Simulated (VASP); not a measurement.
Here is a VASP 6.6.1 calculation.

The input INCAR:

```
PREC = Accurate ; ENCUT = 520
EDIFF = 1E-6 ; ISMEAR = 0
SIGMA = 0.05 ; LREAL = F
LASPH = T ; NELM = 80
ALGO = Normal ; ISIF = 2
LWAVE = F ; LCHARG = F
GGA = PS ; NBANDS = 19
```

KPOINTS

```
Automatic mesh
0
Gamma
  6 6 6
```

Contents of POSCAR:

```
SrCl2
1.0
    0.0000000000      3.4855000000      3.4855000000
    3.4855000000      0.0000000000      3.4855000000
    3.4855000000      3.4855000000      0.0000000000
Sr Cl
1 2
Direct
    0.0186248886     -0.0318959827      0.0318959827
    0.2269828950      0.2894178562      0.2105821438
    0.7269828950      0.7894178562      0.7105821438
```

Potentials or basis: VASP PAW PBE potentials, release 64 (Sr_sv, Cl).

Command:

```bash
$ cat potpaw_PBE.64/Sr_sv/POTCAR potpaw_PBE.64/Cl/POTCAR > POTCAR
$ mpirun -np 1 vasp_std > vasp.out
```

Problem. Estimate the largest force.

Solution. 1.157 eV/Å.

Problem. Predict the band gap on the k mesh.

Solution. 5.03 eV (least direct gap 5.34 eV).

Problem. Estimate the pressure.

Solution. 1.2 GPa.

Stress tensor (GPa, compression positive):
```
 1.58  0.00  0.00
 0.00  0.43 -0.95
 0.00 -0.95  1.44
```

Caveat: the cell differs from its parent crystal (atoms displaced along a vibrational mode); the PAW data sets were made with another functional, which shifts forces and pressure a little. A k mesh can miss the band edges.
